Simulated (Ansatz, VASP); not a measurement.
## Two plane-wave programs on GaGe

The input INCAR:

```
SYSTEM = GaGe
PREC = Accurate ; ENCUT = 520
EDIFF = 1E-7 ; ISMEAR = -1
SIGMA = 0.05 ; LREAL = .False.
LASPH = .True. ; NELM = 150
ALGO = Normal ; ISIF = 2
LWAVE = .False. ; LCHARG = .False.
MAGMOM = 0 0 0 0 0 0 ; LORBIT = 11
LSORBIT = .True. ; GGA_COMPAT = .False.
LORBMOM = .True. ; GGA = PE
NBANDS = 39
```

The input KPOINTS:

```
Automatic mesh
0
Gamma
  6 6 6
  0 0 0
```

The input POSCAR:

```
GaGe
1.0
    0.0000000000      2.8978440000      2.8978440000
    2.8978440000      0.0000000000      2.8978440000
    2.8978440000      2.8978440000      0.0000000000
Ge Ga
1 1
Direct
    0.0000000000      0.0000000000      0.0000000000
    0.2500000000      0.2500000000      0.2500000000
```

Contents of input.yaml:

```yaml
crystal:
  lattice:
    - [0.0, 2.897844, 2.897844]
    - [2.897844, 0.0, 2.897844]
    - [2.897844, 2.897844, 0.0]
  atoms:
    - { symbol: Ge, position: [0.0, 0.0, 0.0] }
    - { symbol: Ga, position: [0.25, 0.25, 0.25] }
hamiltonian:
  xc: pbe
  pseudopotentials: { kind: paw_fr }
magnetization:
  noncollinear: true
  spin_orbit: true
kpoints:
  mp_grid: { grid: [6, 6, 6] }
  band_path:
    path:
      - [[0.0, 0.0, 0.0], [0.5, 0.0, 0.5], [0.5, 0.25, 0.75], [0.375, 0.375, 0.75], [0.0, 0.0, 0.0], [0.5, 0.5, 0.5], [0.625, 0.25, 0.625], [0.5, 0.25, 0.75], [0.5, 0.5, 0.5], [0.375, 0.375, 0.75]]
      - [[0.625, 0.25, 0.625], [0.5, 0.0, 0.5]]
    npoints: 14
scf:
  occupations: { method: fermi_dirac, width: 0.05 }
  n_extra_bands: 6
output:
  forces: true
  stress: true
  eigenvalues: true
  fatbands: false
  write_density: true
  write_potential: true
  elf: true
  volumetric_format: npy
```

Alike in both runs: functional PBE; k mesh 6 × 6 × 6; occupations fermi-dirac, width 0.05 eV; non-collinear spin, spin-orbit coupling.

|  | VASP | Ansatz |
| --- | --- | --- |
| version | VASP 6.6.1 | Ansatz 0.2.0 |
| potentials or method | VASP PAW PBE potentials, release 64 (Ge_d, Ga_d) | Ansatz PAW |
| plane-wave cutoff (eV) | 520 | 420 |
| valence electrons in the cell | 27 | 27 |
| task | single point | band structure |

```csv
,VASP,Ansatz,Ansatz less VASP
pressure (GPa),0.1,0.1,-0.05
net moment per atom (μB),0.00,0.00,0.000
```
